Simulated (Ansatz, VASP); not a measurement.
**One calculation of Ag, two programs**

INCAR

```
PREC = Accurate
ENCUT = 500
EDIFF = 1E-6
ISMEAR = 0
SIGMA = 0.1
LREAL = False
LASPH = True
NELM = 120
ALGO = Normal
ISIF = 2
LWAVE = False
LCHARG = False
GGA = PE
NBANDS = 12
GGA_COMPAT = False
```

File KPOINTS:

```
regular mesh
0
Gamma
  8 8 8
```

File POSCAR:

```
Ag
1.0
   -1.4372596958      1.4372596958      2.1865809577
    1.4372596958     -1.4372596958      2.1865809577
    1.4372596958      1.4372596958     -2.1865809577
Ag
1
Direct
    0.0000000000      0.0000000000      0.0000000000
```

Input for Ansatz:

```yaml
crystal:
  lattice:
    - [-1.4372596958, 1.4372596958, 2.1865809577]
    - [1.4372596958, -1.4372596958, 2.1865809577]
    - [1.4372596958, 1.4372596958, -2.1865809577]
  atoms:
    - { symbol: Ag, position: [0.0, 0.0, 0.0] }
basis:
  ecutwfc: 420
kpoints:
  mp_grid: { grid: [8, 8, 8] }
hamiltonian:
  xc: pbe
scf:
  occupations: { method: gaussian, width: 0.1 }
  lower_state_search: "off"
output:
  forces: true
  stress: true
  eigenvalues: true
```

Alike in both runs: task single point; functional PBE; k mesh 8 × 8 × 8; occupations gaussian, width 0.1 eV; no spin polarisation.

|  | VASP | Ansatz |
| --- | --- | --- |
| version | VASP 6.6.1 | Ansatz 0.2.0 |
| potentials or method | VASP PAW PBE potentials, release 64 (Ag), cutoff 500 eV | scalar-relativistic, plane waves, PAW |
| valence electrons in the cell | 11 | 19 |

```csv
,VASP,Ansatz,Ansatz less VASP
gap on the k mesh at the Fermi level (eV),none,none,-
pressure (GPa),-0.7,-0.6,+0.06
"traceless stress, the component that is largest in VASP (GPa)",-0.33,-0.33,0.000
```

A gap of «none» marks a metal or a gap that the smearing closes. The functional is the same, so the differences come from potentials, cutoffs and numerics. VASP's potentials hold 11 valence electrons a cell and Ansatz's 19, so a difference there can come from the potentials and not from the codes.

The k mesh is coarse, so the values compare programs but aren't converged.
